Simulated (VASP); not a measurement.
# LuH2 (Fm-3m) in VASP: notebook

The runs below take LuH2 through single point, with r2SCAN.

All numbers are computed with VASP 6.6.1; they aren't measurements. Logs are shortened: lines on timing, memory, paths and dates and some standing lists are left out, and cuts for length are marked.

### 1 The cell of the first run

The structure is cubic, space group Fm-3m (No. 225). The conventional cell has a = 4.925 Å, b = 4.925 Å, c = 4.925 Å, α = 90.00°, β = 90.00°, γ = 90.00°. Within 2.8 Å of Lu (site symmetry m-3m) lie 8 H at 2.13 Å. Within 2.8 Å of H (site symmetry -43m) lie 4 Lu at 2.13 Å and 6 H at 2.46 Å.

### 2 Single point, r2SCAN (9.96 Å³/atom)

File POSCAR:

```
LuH2
1.0
    0.0000000000      2.4626852475      2.4626852475
    2.4626852475      0.0000000000      2.4626852475
    2.4626852475      2.4626852475      0.0000000000
Lu H
1 2
Direct
    0.0000000000      0.0000000000      0.0000000000
    0.2500000000      0.2500000000      0.2500000000
    0.7500000000      0.7500000000      0.7500000000
```

File INCAR.step1:

```
SYSTEM = LuH2
PREC     = Accurate       ! precision mode
ENCUT    = 520            ! plane-wave cutoff, eV
ISMEAR   = 0              ! smearing method
SIGMA    = 0.05           ! smearing width, eV
LREAL    = .False.        ! projectors in reciprocal space
LASPH    = .True.         ! aspherical terms in the spheres
NELM     = 60             ! most SCF steps
NBANDS   = 20             ! bands
GGA      = PE             ! functional
ALGO     = Normal         ! electronic algorithm
EDIFF    = 1E-4           ! SCF threshold, eV
LWAVE    = .True.         ! write WAVECAR
LCHARG   = .False.        ! write CHGCAR
```

File INCAR.step2:

```
SYSTEM = LuH2
PREC     = Accurate       ! precision mode
ENCUT    = 520            ! plane-wave cutoff, eV
EDIFF    = 1E-6           ! SCF threshold, eV
ISMEAR   = 0              ! smearing method
SIGMA    = 0.05           ! smearing width, eV
LREAL    = .False.        ! projectors in reciprocal space
LASPH    = .True.         ! aspherical terms in the spheres
NELM     = 60             ! most SCF steps
ALGO     = Normal         ! electronic algorithm
ISIF     = 2              ! what is computed and relaxed
LWAVE    = .False.        ! write WAVECAR
LCHARG   = .False.        ! write CHGCAR
METAGGA  = R2SCAN         ! meta-GGA
LMIXTAU  = .True.       
NBANDS   = 20             ! bands
ISTART   = 1
```

File KPOINTS:

```
regular mesh
0
Gamma
  14 14 14
  0 0 0
```

Potentials or basis: VASP PAW PBE potentials, release 64 (Lu, H).

The run is started by

```sh
$ cat potpaw_PBE.64/Lu/POTCAR potpaw_PBE.64/H/POTCAR > POTCAR
$ cp INCAR.step1 INCAR
$ mpirun -np 1 vasp_std > vasp.out
$ cp INCAR.step2 INCAR
$ mpirun -np 1 vasp_std > vasp.out
```

OUTCAR:

```text
SYSTEM = LuH2
   PREC = Accurate
   ENCUT = 520
   EDIFF = 1E-6
   ISMEAR = 0
   LREAL = .False.
   LASPH = .True.
   NELM = 60
   ISIF = 2
   METAGGA = R2SCAN
   ISTART = 1

 ion  position               nearest neighbor table
   1  0.000  0.000  0.000-   3 2.13   3 2.13   3 2.13   2 2.13   3 2.13   2 2.13   2 2.13   2 2.13

   2  0.250  0.250  0.250-   1 2.13   1 2.13   1 2.13   1 2.13
   3  0.750  0.750  0.750-   1 2.13   1 2.13   1 2.13   1 2.13

  LATTYP: Found a face centered cubic cell.
 ALAT       =     4.9253704950

  Lattice vectors:

 A1 = (   0.0000000000,   2.4626852475,   2.4626852475)
 A2 = (   2.4626852475,   0.0000000000,   2.4626852475)
 A3 = (   2.4626852475,   2.4626852475,   0.0000000000)

Analysis of symmetry for initial positions (statically):
=====================================================================
 Subroutine PRICEL returns:
 Original cell was already a primitive cell.

 Routine SETGRP: Setting up the symmetry group for a
 face centered cubic supercell.

 Subroutine GETGRP returns: Found 48 space group operations
 (whereof 48 operations were pure point group operations)
 out of a pool of 48 trial point group operations.

The static configuration has the point symmetry O_h .

Analysis of symmetry for dynamics (positions and initial velocities):
=====================================================================
 Subroutine PRICEL returns:
 Original cell was already a primitive cell.

 Routine SETGRP: Setting up the symmetry group for a
 face centered cubic supercell.

 Subroutine GETGRP returns: Found 48 space group operations
 (whereof 48 operations were pure point group operations)
 out of a pool of 48 trial point group operations.

The dynamic configuration has the point symmetry O_h .

 Subroutine INISYM returns: Found 48 space group operations
 (whereof 48 operations are pure point group operations),
 and found     1 'primitive' translations

----------------------------------------------------------------------------------------

                                     Primitive cell

  volume of cell :      29.8715

  direct lattice vectors                    reciprocal lattice vectors
     0.000000000  2.462685248  2.462685248    -0.203030412  0.203030412  0.203030412
     2.462685248  0.000000000  2.462685248     0.203030412 -0.203030412  0.203030412
[... 85 lines left out ...]
   ENCUT  =  520.0 eV  38.22 Ry    6.18 a.u.   6.48  6.48  6.48*2*pi/ulx,y,z
   NELM   =     60;   NELMIN=  2; NELMDL=  0     # of ELM steps
   EDIFF  = 0.1E-05   stopping-criterion for ELM
   LREAL  =      F    real-space projection
   EDIFFG = 0.1E-04   stopping-criterion for IOM
   NSW    =      0    number of steps for IOM
   IBRION =     -1    ionic relax: 0-MD 1-quasi-New 2-CG
   NFREE  =      0    steps in history (QN), initial steepest desc. (CG)
   ISIF   =      2    stress and relaxation
   ISYM   =      2    0-nonsym 1-usesym 2-fastsym
   POTIM  = 0.5000    time-step for ionic-motion
   TEBEG  =    0.0;   TEEND  =   0.0 temperature during run
   PSTRESS=    0.0 pullay stress
   NELECT =      27.0000    total number of electrons
   NUPDOWN=      -1.0000    fix difference up-down
   EMIN   =  10.00;   EMAX   =-10.00  energy-range for DOS
   EFERMI =   0.00;   METHOD = LEGACY
   ISMEAR =     0;   SIGMA  =   0.05  broadening in eV -4-tet -1-fermi 0-gaus
   EFERMI_NEDOS =   21; number of points for ismear=-14 and -15
   IALGO  =     38    algorithm
   IMIX   =      4    mixing-type and parameters
     AMIX     =   0.40;   BMIX     =  1.00
     AMIX_MAG =   1.60;   BMIX_MAG =  1.00
  volume/ion in A,a.u.               =       9.96        67.19
  Fermi-wavevector in a.u.,A,eV,Ry     =   1.582865  2.991181 34.088870  2.505461
  Thomas-Fermi vector in A             =   2.682723
   LORBIT       =      0    0 simple, 1 ext, 2 COOP (PROOUT), +10 PAW based schemes
   METAGGA = R2SCAN    functional components
   LHFCALC =     F    Hartree Fock is set to
   AEXX    =    0.0000 exact exchange contribution
   IVDW    =     0    specifies the selected vdW correction
   LEPSILON=     F    determine dielectric tensor
   LRPA    =     F    only Hartree local field effects (RPA)
 non-spin polarized calculation
 Gauss-broadening in eV      SIGMA  =   0.05
  energy-cutoff  :      520.00
  volume of cell :       29.87
 maximum number of plane-waves:       822
 NGX is ok and might be reduce to    28
   NGX = 13   NGY = 13   NGZ = 13

 number of electron      26.9999997 magnetization

 Free energy of the ion-electron system (eV)
  ---------------------------------------------------
  ext. energy  EPLUGINS =         0.00000000
  ---------------------------------------------------
  free energy    TOTEN  =       -47.22777664 eV

  energy without entropy =      -47.22713663  energy(sigma->0) =      -47.22745664

 E-fermi :   2.9864     XC(G=0): -12.2146

 val. band max:        2.9290530532   @ k =  -0.3571   0.2143   0.0000
 cond. band min:       3.0126541345   @ k =   0.4286   0.2143   0.0000
 fundamental gap:      0.0836010813
 Fermi energy:         2.9864207952

 k-point     1 :       0.0000    0.0000    0.0000
  band No.  band energies     occupation
      1     -54.8205      2.00000
      2     -24.6516      2.00000
      3     -24.6516      2.00000
      4     -24.6515      2.00000
      5      -7.0874      2.00000
      6      -2.5086      2.00000
[... 541 lines left out ...]
     19      12.3049      0.00000
     20      14.8116      0.00000

 [... further k-points ...]

------------------------ aborting loop because EDIFF is reached ----------------------------------------

  FORCE on cell =-STRESS in cart. coord.  units (eV):
  Direction    XX          YY          ZZ          XY          YZ          ZX
  --------------------------------------------------------------------------------------
  -------------------------------------------------------------------------------------
  Total        0.9144596      0.9144596      0.9144596     -0.0000000     -0.0000000      0.0000000
  in kB       49.0476697     49.0476697     49.0476697     -0.0000000     -0.0000000      0.0000000
  external PRESSURE =      49.0476697 kB  Pullay stress =       0.0000000 kB

 VOLUME and BASIS-vectors are now :
 -----------------------------------------------------------------------------
  energy-cutoff  :      520.00
  volume of cell :       29.87
      direct lattice vectors                 reciprocal lattice vectors
     0.000000000  2.462685248  2.462685248    -0.203030412  0.203030412  0.203030412
     2.462685248  0.000000000  2.462685248     0.203030412 -0.203030412  0.203030412
     2.462685248  2.462685248  0.000000000     0.203030412  0.203030412 -0.203030412

 POSITION                                       TOTAL-FORCE (eV/Angst)
 -----------------------------------------------------------------------------------
      0.00000      0.00000      0.00000         0.000000     -0.000000      0.000000
      1.23134      1.23134      1.23134        -0.000000     -0.000000     -0.000000
      3.69403      3.69403      3.69403         0.000000      0.000000      0.000000
 -----------------------------------------------------------------------------------
    total drift:                               -0.000000     -0.000000      0.000000

  FREE ENERGIE OF THE ION-ELECTRON SYSTEM (eV)
  ---------------------------------------------------
  free  energy   TOTEN  =       -47.2277766419 eV

  energy  without entropy=      -47.2271366318  energy(sigma->0) =      -47.22745664
```

OUTCAR.step1:

```text
SYSTEM = LuH2
   PREC = Accurate
   ENCUT = 520
   ISMEAR = 0
   LREAL = .False.
   LASPH = .True.
   NELM = 60
[... 777 lines left out ...]
      0.00000      0.00000      0.00000        -0.000000     -0.000000     -0.000000
      1.23134      1.23134      1.23134         0.000000      0.000000      0.000000
      3.69403      3.69403      3.69403        -0.000000     -0.000000     -0.000000
 -----------------------------------------------------------------------------------
    total drift:                               -0.000000      0.000000      0.000000

  FREE ENERGIE OF THE ION-ELECTRON SYSTEM (eV)
  ---------------------------------------------------
  free  energy   TOTEN  =       -13.2169854235 eV

  energy  without entropy=      -13.2162614694  energy(sigma->0) =      -13.21662345
```

OSZICAR.step1:

```text
N       E                     dE             d eps       ncg     rms          rms(c)
DAV:   1     0.944495452501E+02    0.94450E+02   -0.10845E+04  5248   0.442E+03
DAV:   2    -0.598591970707E+01   -0.10044E+03   -0.97079E+02  4476   0.408E+02
DAV:   3    -0.137822777465E+02   -0.77964E+01   -0.77265E+01  4652   0.800E+01
DAV:   4    -0.140576068951E+02   -0.27533E+00   -0.27414E+00  5856   0.131E+01
DAV:   5    -0.140626572849E+02   -0.50504E-02   -0.50496E-02  4844   0.175E+00    0.730E+00
DAV:   6    -0.134011196704E+02    0.66154E+00   -0.85391E-01  6692   0.228E+01    0.368E+00
DAV:   7    -0.132150747699E+02    0.18604E+00   -0.33761E-01  6428   0.745E+00    0.689E-01
DAV:   8    -0.132160388112E+02   -0.96404E-03   -0.59612E-02  5260   0.158E+00    0.240E-01
DAV:   9    -0.132168252741E+02   -0.78646E-03   -0.16205E-03  6580   0.737E-01    0.870E-02
DAV:  10    -0.132169785221E+02   -0.15325E-03   -0.25570E-04  5672   0.210E-01    0.286E-02
DAV:  11    -0.132169854235E+02   -0.69014E-05   -0.42633E-05  2864   0.542E-02
   1 F= -.13216985E+02 E0= -.13216623E+02  d E =-.723954E-03
```

Run time: 3.1 min. Hardware: 1 thread of AMD EPYC 9R45 (Zen 5), shared host; peak memory 0.19 GiB.

Results:

- Free energy: -47.2278 eV
- Pressure: 4.9 GPa
- Band gap on the k mesh: zero (an odd number of electrons rules out a gap without spin polarisation)

Caveat: the cell stands under pressure; the PAW data sets were made with another functional, which shifts forces and pressure a little; spin-orbit coupling is left out, which moves the levels of the heavy elements.

### 3 Single point, r2SCAN (10.16 Å³/atom)

This run uses another cell than the first one, of 10.16 Å³/atom.

File POSCAR:

```
LuH2
1.0
    0.0000000000      2.4796698204      2.4796698204
    2.4796698204      0.0000000000      2.4796698204
    2.4796698204      2.4796698204      0.0000000000
Lu H
1 2
Direct
    0.0000000000      0.0000000000      0.0000000000
    0.2500000000      0.2500000000      0.2500000000
    0.7500000000      0.7500000000      0.7500000000
```

File INCAR.step1:

```
SYSTEM = LuH2
PREC = Accurate
ENCUT = 520
ISMEAR = 0
SIGMA = 0.05
LREAL = .False.
LASPH = .True.
NELM = 100
NBANDS = 20
GGA = PE
ALGO = Normal
EDIFF = 1E-4
LWAVE = .True.
LCHARG = .False.
```

File INCAR.step2:

```
SYSTEM = LuH2
PREC = Accurate
ENCUT = 520
EDIFF = 1E-6
ISMEAR = 0
SIGMA = 0.05
LREAL = .False.
LASPH = .True.
NELM = 100
ALGO = Normal
ISIF = 2
LWAVE = .False.
LCHARG = .False.
METAGGA = R2SCAN
LMIXTAU = .True.
NBANDS = 20
ISTART = 1
```

KPOINTS is that of step 2.

Potentials or basis: VASP PAW PBE potentials, release 64 (Lu, H).

The run is started by

```sh
$ cat potpaw_PBE.64/Lu/POTCAR potpaw_PBE.64/H/POTCAR > POTCAR
$ cp INCAR.step1 INCAR
$ mpirun -np 1 vasp_std > vasp.out
$ cp INCAR.step2 INCAR
$ mpirun -np 1 vasp_std > vasp.out
```

Wall time 3 min (1 thread of AMD EPYC 9R45 (Zen 5), shared host); peak memory 0.19 GiB.

It converged, with:

```yaml
Free_energy: -47.2448 eV
Pressure: 2.6 GPa
Band_gap_on_the_k_mesh: zero (an odd number of electrons rules out a gap without spin polarisation)
```

Levels at points of the mesh, in eV from the Fermi level:
| k point | band 10 | band 11 | band 12 | band 13 | band 14 | band 15 | band 16 | band 17 |
| --- | --- | --- | --- | --- | --- | --- | --- | --- |
| (0.00, 0.00, 0.00) | -5.06 | -5.06 | -5.06 | -0.87 | 1.61 | 1.61 | 1.61 | 4.69 |
| (0.50, 0.00, 0.00) | -5.08 | -5.08 | -5.06 | -4.26 | 1.68 | 1.68 | 5.01 | 6.26 |
| (0.50, 0.50, 0.00) | -5.11 | -5.10 | -5.10 | -4.31 | -2.47 | 6.47 | 6.54 | 6.54 |

Caveat: the PAW data sets were made with another functional, which shifts forces and pressure a little; spin-orbit coupling is left out, which moves the levels of the heavy elements.

### 4 Single point, r2SCAN

This run uses another cell than the first one, of 10.37 Å³/atom.

File POSCAR:

```
LuH2
1.0
    0.0000000000      2.4964248545      2.4964248545
    2.4964248545      0.0000000000      2.4964248545
    2.4964248545      2.4964248545      0.0000000000
Lu H
1 2
Direct
    0.0000000000      0.0000000000      0.0000000000
    0.2500000000      0.2500000000      0.2500000000
    0.7500000000      0.7500000000      0.7500000000
```

File INCAR.step1:

```
  PREC = Accurate
  ENCUT = 520
  ISMEAR = 0
  SIGMA = 0.05
  LREAL = F
  LASPH = T
  NELM = 60
  NBANDS = 20
  GGA = PE
  ALGO = Normal
  EDIFF = 1E-4
  LWAVE = T
  LCHARG = F
```

File INCAR.step2:

```
  PREC = Accurate
  ENCUT = 520
  EDIFF = 1E-7
  ISMEAR = 0
  SIGMA = 0.05
  LREAL = F
  LASPH = T
  NELM = 60
  ALGO = Normal
  ISIF = 2
  LWAVE = F
  LCHARG = F
  METAGGA = R2SCAN
  LMIXTAU = T
  NBANDS = 20
  ISTART = 1
```

File KPOINTS:

```
Automatic mesh
0
Gamma
  14 14 14
```

The run is started by

```sh
$ cat potpaw_PBE.64/Lu/POTCAR potpaw_PBE.64/H/POTCAR > POTCAR
$ cp INCAR.step1 INCAR
$ mpirun -np 1 vasp_std > vasp.out
$ cp INCAR.step2 INCAR
$ mpirun -np 1 vasp_std > vasp.out
```

Run time: 4.6 min. Hardware: 1 thread of AMD EPYC 9R45 (Zen 5), shared host; peak memory 0.19 GiB.

Results (log left out):

| Quantity | Value |
| --- | --- |
| Free energy | -47.2532 eV |
| Pressure | 0.7 GPa |
| Band gap on the k mesh | zero (an odd number of electrons rules out a gap without spin polarisation) |

Levels at points of the mesh, in eV from the Fermi level:
```
           k point  band 10  band 11  band 12  band 13  band 14  band 15  band 16  band 17
(0.00, 0.00, 0.00)    -5.14    -5.14    -5.14    -0.93     1.58     1.58     1.58     4.59
(0.50, 0.00, 0.00)    -5.15    -5.15    -5.13    -4.32     1.66     1.66     4.94     6.12
(0.50, 0.50, 0.00)    -5.18    -5.17    -5.17    -4.38    -2.43     6.33     6.40     6.40
```

Caveat: the PAW data sets were made with another functional, which shifts forces and pressure a little; spin-orbit coupling is left out, which moves the levels of the heavy elements.

### 5 Summary

```tsv
cell	gap on the mesh (eV)	pressure (GPa)
a = 3.483 Å, angles 60.0°, 3 atoms	none	4.9
a = 3.507 Å, angles 60.0°, 3 atoms	none	2.6
a = 3.530 Å, angles 60.0°, 3 atoms	none	0.7
```

Alike in all rows: task single point; level r2SCAN; potentials or basis VASP PAW PBE potentials, release 64 (Lu, H); no spin polarisation; k mesh 14 × 14 × 14; cutoff (eV) 520; smearing gaussian 0.05 eV.

Caveats: the PAW data sets were made with another functional, which shifts forces and pressure a little; spin-orbit coupling is left out, which moves the levels of the heavy elements; the cell stands under pressure (at least some runs).

Total energies depend on the potentials used, so only differences within one code and one set of settings carry meaning.

The gap in the log of VASP goes by the Fermi energy; the results here count the filled bands.